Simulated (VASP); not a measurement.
## Os: single point with LDA

Crystal: Os.

```
Os
1.0
     2.21315    0.00000    0.00000
     0.00000    2.21315    0.00000
     0.00000    0.00000    2.21315
Os
1
Cartesian
  0.0000 0.0000 0.0000
```

This cell differs from its parent crystal: volume scaled by 0.68.

| Item | Value |
| --- | --- |
| Program | VASP 6.6.1 |
| Task | single point |
| Functional | LDA |
| Potentials or basis | VASP PAW LDA potentials, release 64 (Os) |
| Cutoff | 520 eV |
| k mesh | 17 × 17 × 17 |
| Occupations | fermi-dirac, width 0.05 eV |
| Spin | no spin polarisation |

The pressure is 283.8 GPa and the band gap on the k mesh is zero (band 4 reaches 20.90 eV, above the bottom of band 5 at 12.00 eV).

Levels at points of the mesh, in eV from the Fermi level:
| k point | band 1 | band 2 | band 3 | band 4 | band 5 | band 6 | band 7 | band 8 | band 9 |
| --- | --- | --- | --- | --- | --- | --- | --- | --- | --- |
| (0.00, 0.00, 0.00) | -13.31 | -10.59 | -10.59 | 4.38 | 4.38 | 4.38 | 18.97 | 18.97 | 18.97 |

It took 5 s on 1 thread of AMD EPYC 9R45 96-Core Processor (Zen 5), on a shared host, peak memory 0.09 GiB.

Caveat: spin-orbit coupling is left out, which moves the levels of the heavy elements.
